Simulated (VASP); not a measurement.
# As (Pm-3m) in VASP: further runs

As is run at these levels: PBEsol; tasks: single point.

All numbers are computed with VASP 6.6.1; they aren't measurements. Logs are shortened: lines on timing, memory, paths and dates and some standing lists are left out, and cuts for length are marked.

### Step 1. The cell of the first run

The structure is cubic, space group Pm-3m (No. 221). The conventional cell has a = 2.389 Å, b = 2.389 Å, c = 2.389 Å, α = 90.00°, β = 90.00°, γ = 90.00°. Within 3.2 Å of As (site symmetry m-3m) lie 6 As at 2.39 Å.

### Step 2. Single point, PBEsol (volume scaled by 0.7)

File INCAR:

```
SYSTEM = As
PREC = Accurate ; ENCUT = 520
EDIFF = 1E-6 ; ISMEAR = -1
SIGMA = 0.05 ; LREAL = .False.
LASPH = .True. ; NELM = 80
ALGO = Normal ; ISIF = 2
LWAVE = .False. ; LCHARG = .False.
GGA = PS ; NBANDS = 8
```

File KPOINTS:

```
regular mesh
0
Gamma
  14 14 14
  0 0 0
```

File POSCAR:

```
As
1.0
    2.3889031920      0.0000000000      0.0000000000
    0.0000000000      2.3889031920      0.0000000000
    0.0000000000      0.0000000000      2.3889031920
As
1
Direct
    0.0000000000      0.0000000000      0.0000000000
```

Potentials or basis: VASP PAW PBE potentials, release 64 (As).

On the command line:

```sh
$ cat potpaw_PBE.64/As/POTCAR > POTCAR
$ mpirun -np 1 vasp_std > vasp.out
```

OUTCAR:

```text
SYSTEM = As
   PREC = Accurate
   ENCUT = 520
   EDIFF = 1E-6
   ISMEAR = -1
   LREAL = .False.
   LASPH = .True.
   NELM = 80
   ISIF = 2
   GGA = PS

 ion  position               nearest neighbor table
   1  0.000  0.000  0.000-

  LATTYP: Found a simple cubic cell.
 ALAT       =     2.3889031920

  Lattice vectors:

 A1 = (   2.3889031920,   0.0000000000,   0.0000000000)
 A2 = (   0.0000000000,   2.3889031920,   0.0000000000)
 A3 = (   0.0000000000,   0.0000000000,   2.3889031920)

Analysis of symmetry for initial positions (statically):
=====================================================================
 Subroutine PRICEL returns:
 Original cell was already a primitive cell.

 Routine SETGRP: Setting up the symmetry group for a
 simple cubic supercell.

 Subroutine GETGRP returns: Found 48 space group operations
 (whereof 48 operations were pure point group operations)
 out of a pool of 48 trial point group operations.

The static configuration has the point symmetry O_h .

Analysis of symmetry for dynamics (positions and initial velocities):
=====================================================================
 Subroutine PRICEL returns:
 Original cell was already a primitive cell.

 Routine SETGRP: Setting up the symmetry group for a
 simple cubic supercell.

 Subroutine GETGRP returns: Found 48 space group operations
 (whereof 48 operations were pure point group operations)
 out of a pool of 48 trial point group operations.

The dynamic configuration has the point symmetry O_h .

 Subroutine INISYM returns: Found 48 space group operations
 (whereof 48 operations are pure point group operations),
 and found     1 'primitive' translations

----------------------------------------------------------------------------------------

                                     Primitive cell

  volume of cell :      13.6331

  direct lattice vectors                    reciprocal lattice vectors
     2.388903192  0.000000000  0.000000000     0.418602145  0.000000000  0.000000000
     0.000000000  2.388903192  0.000000000     0.000000000  0.418602145  0.000000000
     0.000000000  0.000000000  2.388903192     0.000000000  0.000000000  0.418602145

  length of vectors
     2.388903192  2.388903192  2.388903192     0.418602145  0.418602145  0.418602145
[... 77 lines left out ...]
   ENCUT  =  520.0 eV  38.22 Ry    6.18 a.u.   4.44  4.44  4.44*2*pi/ulx,y,z
   NELM   =     80;   NELMIN=  2; NELMDL= -5     # of ELM steps
   EDIFF  = 0.1E-05   stopping-criterion for ELM
   LREAL  =      F    real-space projection
   EDIFFG = 0.1E-04   stopping-criterion for IOM
   NSW    =      0    number of steps for IOM
   IBRION =     -1    ionic relax: 0-MD 1-quasi-New 2-CG
   NFREE  =      0    steps in history (QN), initial steepest desc. (CG)
   ISIF   =      2    stress and relaxation
   ISYM   =      2    0-nonsym 1-usesym 2-fastsym
   POTIM  = 0.5000    time-step for ionic-motion
   TEBEG  =    0.0;   TEEND  =   0.0 temperature during run
   PSTRESS=    0.0 pullay stress
   NELECT =       5.0000    total number of electrons
   NUPDOWN=      -1.0000    fix difference up-down
   EMIN   =  10.00;   EMAX   =-10.00  energy-range for DOS
   EFERMI =   0.00;   METHOD = LEGACY
   ISMEAR =    -1;   SIGMA  =   0.05  broadening in eV -4-tet -1-fermi 0-gaus
   EFERMI_NEDOS =   21; number of points for ismear=-14 and -15
   IALGO  =     38    algorithm
   IMIX   =      4    mixing-type and parameters
     AMIX     =   0.40;   BMIX     =  1.00
     AMIX_MAG =   1.60;   BMIX_MAG =  1.00
  volume/ion in A,a.u.               =      13.63        92.00
  Fermi-wavevector in a.u.,A,eV,Ry     =   1.171835  2.214446 18.683467  1.373196
  Thomas-Fermi vector in A             =   2.308272
   LORBIT       =      0    0 simple, 1 ext, 2 COOP (PROOUT), +10 PAW based schemes
   GGA     = PS    functional components
   LHFCALC =     F    Hartree Fock is set to
   AEXX    =    0.0000 exact exchange contribution
   IVDW    =     0    specifies the selected vdW correction
   LEPSILON=     F    determine dielectric tensor
   LRPA    =     F    only Hartree local field effects (RPA)
 non-spin polarized calculation
  energy-cutoff  :      520.00
  volume of cell :       13.63
 maximum number of plane-waves:       379
 NGX is ok and might be reduce to    18
   NGX =  9   NGY =  9   NGZ =  9

 number of electron       5.0000001 magnetization

 Free energy of the ion-electron system (eV)
  ---------------------------------------------------
  ext. energy  EPLUGINS =         0.00000000
  ---------------------------------------------------
  free energy    TOTEN  =        -4.09136667 eV

  energy without entropy =       -4.08885926  energy(sigma->0) =       -4.09011296

 E-fermi :  10.9426     XC(G=0): -12.2248

 val. band max:       10.9383671032   @ k =   0.5000   0.2857   0.2857
 cond. band min:      10.9536147093   @ k =   0.5000   0.5000   0.4286
 fundamental gap:      0.0152476062
 Fermi energy:        10.9426119167

 k-point     1 :       0.0000    0.0000    0.0000
  band No.  band energies     occupation
      1      -8.2658      2.00000
      2      16.5340      0.00000
      3      16.5340      0.00000
      4      16.5340      0.00000
      5      19.7630      0.00000
      6      19.7630      0.00000
      7      24.8943      0.00000
      8      41.0953      0.00000
[... 243 lines left out ...]
 k-point    24 :       0.3571    0.2143    0.0000
  band No.  band energies     occupation
      1      -3.9029      2.00000
      2       4.4570      2.00000
      3      11.6705      0.00000
      4      20.5048      0.00000
      5      20.5494      0.00000
      6      25.5132      0.00000
      7      30.5429      0.00000
      8      31.5248      0.00000

 [... further k-points ...]

------------------------ aborting loop because EDIFF is reached ----------------------------------------

  FORCE on cell =-STRESS in cart. coord.  units (eV):
  Direction    XX          YY          ZZ          XY          YZ          ZX
  --------------------------------------------------------------------------------------
  -------------------------------------------------------------------------------------
  Total        6.0723459      6.0723459      6.0723459      0.0000000      0.0000000      0.0000000
  in kB      713.6272622    713.6272622    713.6272622      0.0000000      0.0000000      0.0000000
  external PRESSURE =     713.6272622 kB  Pullay stress =       0.0000000 kB

 VOLUME and BASIS-vectors are now :
 -----------------------------------------------------------------------------
  energy-cutoff  :      520.00
  volume of cell :       13.63
      direct lattice vectors                 reciprocal lattice vectors
     2.388903192  0.000000000  0.000000000     0.418602145  0.000000000  0.000000000
     0.000000000  2.388903192  0.000000000     0.000000000  0.418602145  0.000000000
     0.000000000  0.000000000  2.388903192     0.000000000  0.000000000  0.418602145

 POSITION                                       TOTAL-FORCE (eV/Angst)
 -----------------------------------------------------------------------------------
      0.00000      0.00000      0.00000         0.000000      0.000000      0.000000
 -----------------------------------------------------------------------------------
    total drift:                                0.000000      0.000000      0.000000

  FREE ENERGIE OF THE ION-ELECTRON SYSTEM (eV)
  ---------------------------------------------------
  free  energy   TOTEN  =        -4.0913666727 eV

  energy  without entropy=       -4.0888592563  energy(sigma->0) =       -4.09011296
```

Wall time 4.7 s (1 thread of Intel Xeon 6975P-C (Granite Rapids), shared host); peak memory 0.12 GiB.

What came out:

| Property | Result |
| --- | --- |
| Free energy | -4.0914 eV |
| Pressure | 71.4 GPa |

Caveat: the PAW data sets were made with another functional, which shifts forces and pressure a little.

### Step 3. Single point, PBEsol (volume scaled by 0.8)

File INCAR:

```
PREC     = Accurate       # precision mode
ENCUT    = 520            # plane-wave cutoff, eV
EDIFF    = 1E-7           # SCF threshold, eV
ISMEAR   = -1             # smearing method
SIGMA    = 0.05           # smearing width, eV
LREAL    = F              # projectors in reciprocal space
LASPH    = T              # aspherical terms in the spheres
NELM     = 60             # most SCF steps
ALGO     = Normal         # electronic algorithm
ISIF     = 2              # what is computed and relaxed
LWAVE    = F              # write WAVECAR
LCHARG   = T              # write CHGCAR
GGA      = PS             # functional
LELF     = T              # ELF
LVHAR    = T            
NBANDS   = 8              # bands
```

File KPOINTS:

```
Automatic mesh
0
Gamma
  14 14 14
```

File POSCAR:

```
As
1.0
    2.4976363118      0.0000000000      0.0000000000
    0.0000000000      2.4976363118      0.0000000000
    0.0000000000      0.0000000000      2.4976363118
As
1
Direct
    0.0000000000      0.0000000000      0.0000000000
```

Potentials or basis: VASP PAW PBE potentials, release 64 (As).

On the command line:

```sh
$ cat potpaw_PBE.64/As/POTCAR > POTCAR
$ mpirun -np 1 vasp_std > vasp.out
```

Wall time 6.2 s (1 thread of Intel Xeon 6975P-C (Granite Rapids), shared host); peak memory 0.13 GiB.

The run converged. Its results:

| Quantity | Value |
| --- | --- |
| Free energy | -4.7073 eV |
| Pressure | 33.4 GPa |

Levels at points of the mesh, in eV from the Fermi level:
```csv
k point,band 1,band 2,band 3,band 4,band 5,band 6,band 7
"(0.00, 0.00, 0.00)",-17.52,5.04,5.04,5.04,8.68,8.68,12.57
"(0.50, 0.00, 0.00)",-13.18,-9.17,8.35,8.35,12.01,15.39,15.85
"(0.50, 0.50, 0.00)",-8.49,-5.66,-5.66,1.16,11.62,19.21,19.21
"(0.50, 0.50, 0.50)",-2.93,-2.37,-2.37,-2.37,5.36,5.36,5.36
```

Caveat: the PAW data sets were made with another functional, which shifts forces and pressure a little.
